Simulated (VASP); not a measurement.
Runs of VASP 6.6.1 on AlAs. The structure is that of space group F-43m (No. 216), or close to it. The cells are those of the table. 

| task | cell | k mesh | gap on the mesh (eV) | pressure (GPa) |
| --- | --- | --- | --- | --- |
| relaxation of cell and atoms | relaxed to 40 GPa from a = 3.651 Å, angles 60.0°, 2 atoms | 10 × 10 × 10 | 0.82 | 40.0 |
| relaxation of cell and atoms | relaxed to 40 GPa from a = 4.051 Å, angles 60.0°, 2 atoms | 8 × 8 × 8 | 0.82 | 40.0 |
| single point | a = 3.651 Å, angles 60.0°, 2 atoms | 8 × 8 × 8 | 0.81 | 40.7 |
| single point | a = 3.651 Å, angles 60.0°, 2 atoms | 10 × 10 × 10 | 0.81 | (a) |

Alike in all rows: level PBE; potentials or basis VASP PAW PBE potentials, release 64 (Al, As); no spin polarisation; cutoff (eV) 500; smearing gaussian 0.01 eV.

Question: Estimate the missing entries.

Answer: (a) 40.6.

Caveats: the cell is relaxed towards a set pressure, so the run minimises the enthalpy, not the energy (at least some runs); the cell stands under pressure (at least some runs).

A k mesh can miss the band edges, and the runs leave out spin-orbit coupling on As.
